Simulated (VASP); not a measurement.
# LiB7: single point with PBE

The system is LiB7.

```
Li B
1.0
     2.94369    0.00000    0.00000
    -1.47185    2.54931    0.00000
     0.00000    0.00000    7.78909
Li B
1 7
Direct
  0.66667 0.33333 0.50000
  0.00000 0.00000 0.73579
  0.00000 0.00000 0.00000
  0.00000 0.00000 0.26421
  0.33333 0.66667 0.70902
  0.33333 0.66667 0.29098
  0.66667 0.33333 0.89603
  0.66667 0.33333 0.10397
```

```
Program                : VASP 6.6.1
Task                   : single point
Functional             : PBE
Potentials or basis    : VASP PAW PBE potentials, release 64 (Li_sv, B)
Cutoff                 : 520 eV
k mesh                 : 12 × 12 × 6
Occupations            : gaussian, width 0.1 eV
Spin                   : no spin polarisation
Dipole correction      : no
Further INCAR settings : ALGO = Normal; EDIFF = 1e-07; NBANDS = 22
```

```
Largest force          : 0.023 eV/Å
Band gap on the k mesh : zero (band 12 reaches 6.96 eV, above the bottom of band 13 at 5.81 eV)
```

Forces in eV/Å, atoms in the order of the input:
```
Li   0.000  0.000  0.000
B    0.000  0.000  0.000
B    0.000  0.000  0.000
B    0.000  0.000  0.000
B    0.000  0.000  0.001
B    0.000  0.000 -0.001
B    0.000  0.000 -0.023
B    0.000  0.000  0.023
```

Levels at points of the mesh, in eV from the Fermi level:
| k point | band 8 | band 9 | band 10 | band 11 | band 12 | band 13 | band 14 | band 15 | band 16 | band 17 |
| --- | --- | --- | --- | --- | --- | --- | --- | --- | --- | --- |
| (0.00, 0.00, 0.00) | -1.98 | 0.10 | 0.10 | 0.16 | 0.16 | 2.42 | 3.18 | 3.18 | 4.01 | 5.15 |
| (0.50, 0.00, 0.00) | -5.32 | -3.77 | -3.37 | -1.18 | -0.86 | -0.77 | 0.13 | 2.03 | 2.69 | 5.18 |
| (0.00, 0.00, 0.50) | -1.97 | 0.02 | 0.02 | 0.24 | 0.24 | 0.65 | 3.12 | 3.12 | 5.20 | 5.20 |
| (0.50, 0.00, 0.50) | -5.29 | -4.94 | -3.49 | -1.82 | -1.00 | 0.53 | 1.75 | 2.02 | 2.26 | 4.82 |

Wall time 46 s on 1 thread of AMD EPYC 9R45 96-Core Processor (Zen 5), on a shared host, peak memory 0.18 GiB.
